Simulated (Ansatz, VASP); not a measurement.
**One calculation of Rh, two programs**

The input INCAR:

```
SYSTEM = Rh
PREC = Accurate
ENCUT = 520
EDIFF = 1E-7
ISMEAR = -1
SIGMA = 0.08
LREAL = .FALSE.
LASPH = .TRUE.
NELM = 60
ALGO = Normal
ISIF = 2
LWAVE = .FALSE.
LCHARG = .TRUE.
GGA = PE
LELF = .TRUE.
LVHAR = .TRUE.
NBANDS = 22
```

File KPOINTS:

```
regular mesh
0
G
  11 11 11
  0 0 0
```

The input POSCAR:

```
Rh
1.0
    0.0000000000      2.7336589449      2.7336589449
    2.7336589449      0.0000000000      2.7336589449
    2.7336589449      2.7336589449      0.0000000000
Rh
2
Direct
    0.0000000000      0.0000000000      0.0000000000
    0.2500000000      0.2500000000      0.2500000000
```

Input for Ansatz:

```yaml
crystal:
  lattice:
    - [0.0, 2.7336589449, 2.7336589449]
    - [2.7336589449, 0.0, 2.7336589449]
    - [2.7336589449, 2.7336589449, 0.0]
  atoms:
    - { symbol: Rh, position: [0.0, 0.0, 0.0] }
    - { symbol: Rh, position: [0.25, 0.25, 0.25] }
kpoints:
  mp_grid: { grid: [11, 11, 11] }
scf:
  occupations: { method: fermi_dirac, width: 0.08 }
hamiltonian:
  xc: pbe
  pseudopotentials: { kind: all_electron, lapw: { basis_error: 0.001 } }
output:
  forces: true
  stress: true
  eigenvalues: true
```

Change from the starting cell: volume scaled by 0.975.

Alike in both runs: task single point; functional PBE; k mesh 11 × 11 × 11; occupations fermi-dirac, width 0.08 eV; no spin polarisation.

|  | VASP | Ansatz |
| --- | --- | --- |
| version | VASP 6.6.1 | Ansatz 0.2.0 |
| potentials or method | VASP PAW PBE potentials, release 64 (Rh_pv), cutoff 520 eV | all-electron LAPW, scalar-relativistic |

VASP gave:

| Item | Value |
| --- | --- |
| pressure (GPa) | 3.7 |

Task: What did Ansatz give for the same quantities?

Result: Pressure (GPa): 3.5.

Ansatz ran all-electron here, and VASP with PAW potentials.
